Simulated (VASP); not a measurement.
**BiAs (rocksalt type): single point with PBE**

BiAs (rocksalt type):

```
Bi As
1.0
     0.00000    2.22250    2.22250
     2.22250    0.00000    2.22250
     2.22250    2.22250    0.00000
Bi As
1 1
Direct
  0.00000 0.00000 0.00000
  0.50000 0.50000 0.50000
```

This cell differs from its parent crystal: volume scaled by 0.4, source ansatz.

| Quantity | Value |
| --- | --- |
| Program | VASP 6.6.1 |
| Task | single point |
| Functional | PBE |
| Potentials or basis | VASP PAW PBE potentials, release 64 (Bi_d, As) |
| Cutoff | 520 eV |
| k mesh | 13 × 13 × 13 |
| Occupations | fermi-dirac, width 0.05 eV |
| Spin | no spin polarisation |
| Dipole correction | no |
| Further INCAR settings | ALGO = Normal; EDIFF = 1e-06; NBANDS = 17 |

```yaml
Pressure: 433.4 GPa
Band_gap_on_the_k_mesh: zero (band 10 reaches 25.45 eV, above the bottom of band 11 at 21.82 eV)
```

Levels at points of the mesh, in eV from the Fermi level:
```csv
k point,band 8,band 9,band 10,band 11,band 12,band 13
"(0.00, 0.00, 0.00)",-4.79,-4.79,2.25,2.47,5.09,5.09
```

It took 30 s on 1 thread of AMD EPYC 7R43 64-Core Processor (Zen 3), on a shared host, peak memory 0.13 GiB.

Caveat: spin-orbit coupling is left out, which moves the levels of the heavy elements.
